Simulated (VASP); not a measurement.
Runs of VASP 6.6.1 on Ag. The structure is that of space group Im-3m (No. 229), or close to it. The cells are those of the table. 

```csv
task,cell,smearing,k mesh for the DOS,occupations for the DOS,gap on the mesh (eV),pressure (GPa)
single point,"a = 2.571 Å, angles 109.5°, 1 atom",fermi-dirac 0.08 eV,-,-,none,56.8
single point,"a = 2.217 Å, angles 109.5°, 1 atom",tetrahedron,-,-,none,532.9
single point,"a = 2.217 Å, angles 109.5°, 1 atom",fermi-dirac 0.08 eV,-,-,none,(a)
single point,"a = 2.456 Å, angles 109.5°, 1 atom",fermi-dirac 0.08 eV,-,-,none,129.6
```

Alike in all rows: level PBEsol; potentials or basis VASP PAW PBE potentials, release 64 (Ag); no spin polarisation; k mesh 18 × 18 × 18; cutoff (eV) 520.

Q: Estimate the missing entries.

A: (a) 531.6.

Caveats: the PAW data sets were made with another functional, which shifts forces and pressure a little.

A k mesh can miss the band edges, and the runs leave out spin-orbit coupling on Ag.

A gap of «none» marks levels without a gap at the run's occupations.
